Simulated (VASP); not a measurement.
# Al4As5 in VASP: relaxation of the atoms with PBE

Aim: the relaxation of the atoms of Al4As5 with PBE.

Program: VASP 6.6.1. These are calculated values, not measurements. Logs are shortened: lines on timing, memory, paths and dates and some standing lists are left out, and cuts for length are marked.

## Step 1: The cell of the first run

The cell holds a slab with vacuum, 9 atoms: a = 4.050 Å, b = 4.050 Å, c = 26.455 Å, α = 90.00°, β = 90.00°, γ = 90.00°.

## Step 2: Relaxation of the atoms, PBE

INCAR

```
  PREC = Accurate
  ENCUT = 450
  EDIFF = 1E-7
  ISMEAR = 0
  SIGMA = 0.05
  LREAL = False
  LASPH = True
  NELM = 120
  ALGO = Normal
  ISIF = 2
  LWAVE = False
  LCHARG = False
  LDIPOL = True
  IDIPOL = 3
  DIPOL = 0.5 0.5 0.500
  GGA = PE
  IBRION = 2
  NSW = 80
  EDIFFG = -0.02
  GGA_COMPAT = False
  NELMIN = 4
  NELMDL = -8
```

KPOINTS

```
Automatic mesh
0
Gamma
  7 7 1
```

POSCAR

```
Al4As5
1.0
    4.0500342338      0.0000000000      0.0000000000
    0.0000000000      4.0500342338      0.0000000000
    0.0000000000      0.0000000000     26.4552266832
As Al
5 4
Direct
    0.0000000000      0.5000000000      0.2834978543
    0.5000000000      0.0000000000      0.3917489272
    0.0000000000      0.5000000000      0.5000000000
    0.5000000000      0.0000000000      0.6082510728
    0.0000000000      0.5000000000      0.7165021457
    0.5000000000      0.5000000000      0.3376233907
    0.0000000000      0.0000000000      0.4458744636
    0.5000000000      0.5000000000      0.5541255364
    0.0000000000      0.0000000000      0.6623766093
```

Potentials or basis: VASP PAW PBE potentials, release 64 (As, Al).

Command:

```bash
$ cat potpaw_PBE.64/As/POTCAR potpaw_PBE.64/Al/POTCAR > POTCAR
$ mpirun -np 1 vasp_std > vasp.out
```

OUTCAR:

```text
PREC = Accurate
   ENCUT = 450
   EDIFF = 1E-7
   ISMEAR = 0
   LREAL = False
   LASPH = True
   NELM = 120
   ISIF = 2
   GGA = PE
   IBRION = 2
   NSW = 80
   EDIFFG = -0.02
   NELMIN = 4
   NELMDL = -8

 ion  position               nearest neighbor table
   1  0.000  0.500  0.283-   6 2.48   6 2.48
   2  0.500  0.000  0.392-   7 2.48   7 2.48   6 2.48   6 2.48
   3  0.000  0.500  0.500-   7 2.48   8 2.48   7 2.48   8 2.48
   4  0.500  0.000  0.608-   8 2.48   8 2.48   9 2.48   9 2.48
   5  0.000  0.500  0.717-   9 2.48   9 2.48
   6  0.500  0.500  0.338-   1 2.48   1 2.48   2 2.48   2 2.48
   7  0.000  0.000  0.446-   2 2.48   3 2.48   3 2.48   2 2.48
   8  0.500  0.500  0.554-   3 2.48   4 2.48   4 2.48   3 2.48
   9  0.000  0.000  0.662-   5 2.48   5 2.48   4 2.48   4 2.48

  LATTYP: Found a simple tetragonal cell.
 ALAT       =     4.0500342338
 C/A-ratio  =     6.5320995221

  Lattice vectors:

 A1 = (   4.0500342338,   0.0000000000,   0.0000000000)
 A2 = (   0.0000000000,   4.0500342338,   0.0000000000)
 A3 = (   0.0000000000,   0.0000000000,  26.4552266832)

Analysis of symmetry for initial positions (statically):
=====================================================================
 Subroutine PRICEL returns:
 Original cell was already a primitive cell.

 Routine SETGRP: Setting up the symmetry group for a
 simple tetragonal supercell.

 Subroutine GETGRP returns: Found  8 space group operations
 (whereof  4 operations were pure point group operations)
 out of a pool of 16 trial point group operations.

The static configuration has the point symmetry C_2v.
 The point group associated with its full space group is D_2d.

Analysis of symmetry for dynamics (positions and initial velocities):
=====================================================================
 Subroutine PRICEL returns:
 Original cell was already a primitive cell.

 Routine SETGRP: Setting up the symmetry group for a
 simple tetragonal supercell.

 Subroutine GETGRP returns: Found  8 space group operations
 (whereof  4 operations were pure point group operations)
 out of a pool of 16 trial point group operations.

The dynamic configuration has the point symmetry C_2v.
 The point group associated with its full space group is D_2d.

 Subroutine INISYM returns: Found  8 space group operations
 (whereof  4 operations are pure point group operations),
 and found     1 'primitive' translations

----------------------------------------------------------------------------------------

                                     Primitive cell

  volume of cell :     433.9392

  direct lattice vectors                    reciprocal lattice vectors
     4.050034234  0.000000000  0.000000000     0.246911493  0.000000000  0.000000000
     0.000000000  4.050034234  0.000000000     0.000000000  0.246911493  0.000000000
     0.000000000  0.000000000 26.455226683     0.000000000  0.000000000  0.037799714

  length of vectors
     4.050034234  4.050034234 26.455226683     0.246911493  0.246911493  0.037799714

  position of ions in fractional coordinates (direct lattice)
     0.000000000  0.500000000  0.283497854
     0.500000000  0.000000000  0.391748927
     0.000000000  0.500000000  0.500000000
     0.500000000  0.000000000  0.608251073
     0.000000000  0.500000000  0.716502146
     0.500000000  0.500000000  0.337623391
     0.000000000  0.000000000  0.445874464
     0.500000000  0.500000000  0.554125536
     0.000000000  0.000000000  0.662376609

  ion indices of the primitive-cell ions
   primitive index   ion index
                 1           1
                 2           2
                 3           3
                 4           4
                 5           5
                 6           6
                 7           7
                 8           8
                 9           9

----------------------------------------------------------------------------------------

 KPOINTS: Automatic mesh

Automatic generation of k-mesh.
 Grid dimensions read from file:
 generate k-points for:    7    7    1

 Generating k-lattice:

  Cartesian coordinates                     Fractional coordinates (reciprocal lattice)
     0.035273070  0.000000000  0.000000000     0.142857143  0.000000000  0.000000000
     0.000000000  0.035273070  0.000000000     0.000000000  0.142857143  0.000000000
     0.000000000  0.000000000  0.037799714     0.000000000  0.000000000  1.000000000

  Length of vectors
     0.035273070  0.035273070  0.037799714

  Shift w.r.t. Gamma in fractional coordinates (k-lattice)
     0.000000000  0.000000000  0.000000000

 Subroutine IBZKPT returns following result:
 ===========================================

 Found     10 irreducible k-points:

 Following reciprocal coordinates:
            Coordinates               Weight
  0.000000  0.000000  0.000000      1.000000
  0.142857  0.000000  0.000000      4.000000
  0.285714  0.000000  0.000000      4.000000
  0.428571  0.000000  0.000000      4.000000
  0.142857  0.142857  0.000000      4.000000
  0.285714  0.142857  0.000000      8.000000
  0.428571  0.142857  0.000000      8.000000
  0.285714  0.285714  0.000000      4.000000
  0.428571  0.285714  0.000000      8.000000
  0.428571  0.428571  0.000000      4.000000
   k-points           NKPTS =     10   k-points in BZ     NKDIM =     10   number of bands    NBANDS=     23
   number of dos      NEDOS =    301   number of ions     NIONS =      9
   total plane-waves  NPLWV = 150528
   dimension x,y,z NGX =    28 NGY =   28 NGZ =  192
   dimension x,y,z NGXF=    56 NGYF=   56 NGZF=  384
   ions per type =               5   4
   NGX,Y,Z   is equivalent  to a cutoff of  11.49, 11.49, 12.07 a.u.
   NGXF,Y,Z  is equivalent  to a cutoff of  22.99, 22.99, 24.13 a.u.
 SYSTEM =  unknown system
   PREC   = accura    normal or accurate (medium, high low for compatibility)
   ISTART =      0    job   : 0-new  1-cont  2-samecut
   ICHARG =      2    charge: 1-file 2-atom 10-const
   ISPIN  =      1    spin polarized calculation?
   LNONCOLLINEAR =      F non collinear calculations
   LSORBIT =      F    spin-orbit coupling
   LASPH  =      T    aspherical Exc in radial PAW
   ENCUT  =  450.0 eV  33.07 Ry    5.75 a.u.   7.01  7.01 45.76*2*pi/ulx,y,z
   NELM   =    120;   NELMIN=  4; NELMDL= -8     # of ELM steps
   EDIFF  = 0.1E-06   stopping-criterion for ELM
   LREAL  =      F    real-space projection
   EDIFFG = -.2E-01   stopping-criterion for IOM
   NSW    =     80    number of steps for IOM
   IBRION =      2    ionic relax: 0-MD 1-quasi-New 2-CG
   NFREE  =      1    steps in history (QN), initial steepest desc. (CG)
   ISIF   =      2    stress and relaxation
   ISYM   =      2    0-nonsym 1-usesym 2-fastsym
   POTIM  = 0.5000    time-step for ionic-motion
   TEBEG  =    0.0;   TEEND  =   0.0 temperature during run
   PSTRESS=    0.0 pullay stress
   NELECT =      37.0000    total number of electrons
   NUPDOWN=      -1.0000    fix difference up-down
   EMIN   =  10.00;   EMAX   =-10.00  energy-range for DOS
   EFERMI =   0.00;   METHOD = LEGACY
   ISMEAR =     0;   SIGMA  =   0.05  broadening in eV -4-tet -1-fermi 0-gaus
   EFERMI_NEDOS =   21; number of points for ismear=-14 and -15
   IALGO  =     38    algorithm
   IMIX   =      4    mixing-type and parameters
     AMIX     =   0.40;   BMIX     =  1.00
     AMIX_MAG =   1.60;   BMIX_MAG =  1.00
  volume/ion in A,a.u.               =      48.22       325.37
  Fermi-wavevector in a.u.,A,eV,Ry     =   0.720553  1.361647  7.064094  0.519196
  Thomas-Fermi vector in A             =   1.810034
   LORBIT       =      0    0 simple, 1 ext, 2 COOP (PROOUT), +10 PAW based schemes
   GGA     = PE    functional components
   LHFCALC =     F    Hartree Fock is set to
   AEXX    =    0.0000 exact exchange contribution
   IVDW    =     0    specifies the selected vdW correction
   LEPSILON=     F    determine dielectric tensor
   LRPA    =     F    only Hartree local field effects (RPA)
 conjugate gradient relaxation of ions
 non-spin polarized calculation
 Gauss-broadening in eV      SIGMA  =   0.05
  energy-cutoff  :      450.00
  volume of cell :      433.94
 maximum number of plane-waves:      9456
   NGX = 15   NGY = 15   NGZ = 91

--------------------------------------- Ionic step        1  -------------------------------------------

 number of electron      37.0000009 magnetization

 Free energy of the ion-electron system (eV)
  ---------------------------------------------------
  ext. energy  EPLUGINS =         0.00000000
  ---------------------------------------------------
  free energy    TOTEN  =       -39.03172622 eV

  energy without entropy =      -39.02109427  energy(sigma->0) =      -39.02641024

------------------------ aborting loop because EDIFF is reached ----------------------------------------

  FORCE on cell =-STRESS in cart. coord.  units (eV):
  Direction    XX          YY          ZZ          XY          YZ          ZX
  --------------------------------------------------------------------------------------
  -------------------------------------------------------------------------------------
  Total       -1.6891055     -1.6891055      0.1868915      0.0000000      0.0000000      0.0000000
  in kB       -6.2364647     -6.2364647      0.6900354      0.0000000      0.0000000      0.0000000
  external PRESSURE =      -3.9276314 kB  Pullay stress =       0.0000000 kB
[... 110 lines left out ...]
  FREE ENERGIE OF THE ION-ELECTRON SYSTEM (eV)
  ---------------------------------------------------
  free  energy   TOTEN  =       -39.0393040125 eV

  energy  without entropy=      -39.0297653644  energy(sigma->0) =      -39.03453469

 dipolmoment           0.000000      0.000000      0.000000 electrons x Angstroem

--------------------------------------- Ionic step        4  -------------------------------------------

 number of electron      37.0000008 magnetization

------------------------ aborting loop because EDIFF is reached ----------------------------------------

  FORCE on cell =-STRESS in cart. coord.  units (eV):
  Direction    XX          YY          ZZ          XY          YZ          ZX
  --------------------------------------------------------------------------------------
  -------------------------------------------------------------------------------------
  Total       -1.5876949     -1.5876949      0.1919805      0.0000000      0.0000000      0.0000000
  in kB       -5.8620397     -5.8620397      0.7088248      0.0000000      0.0000000      0.0000000
  external PRESSURE =      -3.6717516 kB  Pullay stress =       0.0000000 kB
[... 28 lines left out ...]
  energy  without entropy=      -39.0297736806  energy(sigma->0) =      -39.03453791

--------------------------------------- Ionic step        5  -------------------------------------------

 number of electron      37.0000008 magnetization

 dipolmoment           0.000000      0.000000     -0.000000 electrons x Angstroem

 Free energy of the ion-electron system (eV)
  ---------------------------------------------------
  ext. energy  EPLUGINS =         0.00000000
  ---------------------------------------------------
  free energy    TOTEN  =       -39.03939192 eV

  energy without entropy =      -39.02987431  energy(sigma->0) =      -39.03463311

 E-fermi :  -1.4044     XC(G=0):  -5.0087

 val. band max:       -1.4829067356   @ k =   0.0000   0.0000   0.0000
 cond. band min:      -1.3950129478   @ k =   0.4286   0.2857   0.0000
 fundamental gap:      0.0878937878
 Fermi energy:        -1.4043799930

 k-point     1 :       0.0000    0.0000    0.0000
  band No.  band energies     occupation
      1     -12.9168      2.00000
      2     -12.4331      2.00000
      3     -11.8286      2.00000
      4     -11.0592      2.00000
      5     -10.9092      2.00000
      6      -6.1420      2.00000
[... 249 lines left out ...]
     22       1.1371      0.00000
     23       1.6938      0.00000

------------------------ aborting loop because EDIFF is reached ----------------------------------------

 vacuum level on the upper side and lower side of the slab       (xc-potential included)        -0.016        -0.016

  FORCE on cell =-STRESS in cart. coord.  units (eV):
  Direction    XX          YY          ZZ          XY          YZ          ZX
  --------------------------------------------------------------------------------------
  -------------------------------------------------------------------------------------
  Total       -1.5841250     -1.5841250      0.1946801      0.0000000      0.0000000      0.0000000
  in kB       -5.8488589     -5.8488589      0.7187921      0.0000000      0.0000000      0.0000000
  external PRESSURE =      -3.6596419 kB  Pullay stress =       0.0000000 kB

 VOLUME and BASIS-vectors are now :
 -----------------------------------------------------------------------------
  energy-cutoff  :      450.00
  volume of cell :      433.94
      direct lattice vectors                 reciprocal lattice vectors
     4.050034234  0.000000000  0.000000000     0.246911493  0.000000000  0.000000000
     0.000000000  4.050034234  0.000000000     0.000000000  0.246911493  0.000000000
     0.000000000  0.000000000 26.455226683     0.000000000  0.000000000  0.037799714
[... 15 lines left out ...]
  FREE ENERGIE OF THE ION-ELECTRON SYSTEM (eV)
  ---------------------------------------------------
  free  energy   TOTEN  =       -39.0393919167 eV

  energy  without entropy=      -39.0298743118  energy(sigma->0) =      -39.03463311

 reached required accuracy - stopping structural energy minimisation

 vacuum level on the upper side and lower side of the slab         4.583         4.583
```

Run time: 2.6 min. Hardware: 1 thread of Intel Xeon 6975P-C (Granite Rapids), shared host; peak memory 0.44 GiB.

Results:

* Free energy: -39.0394 eV
* Energy gained by relaxing: 0.9 meV/atom
* Ionic steps: 5
* Largest force after relaxing: 0.017 eV/Å
* Band gap on the k mesh: zero (an odd number of electrons rules out a gap without spin polarisation)

Forces on the atoms (eV/Å):
```
As   0.000  0.000 -0.004
As   0.000  0.000 -0.017
As   0.000  0.000  0.000
As   0.000  0.000  0.017
As   0.000  0.000  0.004
Al   0.000  0.000 -0.009
Al   0.000  0.000  0.002
Al   0.000  0.000 -0.002
Al   0.000  0.000  0.009
```

Step by step:
```csv
step,energy change (eV),largest force (eV/Å),pressure (GPa)
1,0.0000,0.2232,-0.39
2,-0.0070,0.0786,-0.37
3,-0.0076,0.0237,-0.37
4,-0.0076,0.0245,-0.37
5,-0.0077,0.0174,-0.37
```

Final structure:
```yaml
crystal:
  lattice:
    - [4.05003, 0.00000, 0.00000]
    - [0.00000, 4.05003, 0.00000]
    - [0.00000, 0.00000, 26.45523]
  atoms:
    - { symbol: As, position: [0.00000, 0.50000, 0.28373] }
    - { symbol: As, position: [0.50000, 0.00000, 0.39221] }
    - { symbol: As, position: [0.00000, 0.50000, 0.50000] }
    - { symbol: As, position: [0.50000, 0.00000, 0.60779] }
    - { symbol: As, position: [0.00000, 0.50000, 0.71627] }
    - { symbol: Al, position: [0.50000, 0.50000, 0.33701] }
    - { symbol: Al, position: [0.00000, 0.00000, 0.44556] }
    - { symbol: Al, position: [0.50000, 0.50000, 0.55444] }
    - { symbol: Al, position: [0.00000, 0.00000, 0.66299] }
```

Caveat: an odd number of electrons without spin polarisation forces a metal; a magnetic or distorted state may lie lower.

The gap in the log of VASP goes by the Fermi energy; the results here count the filled bands.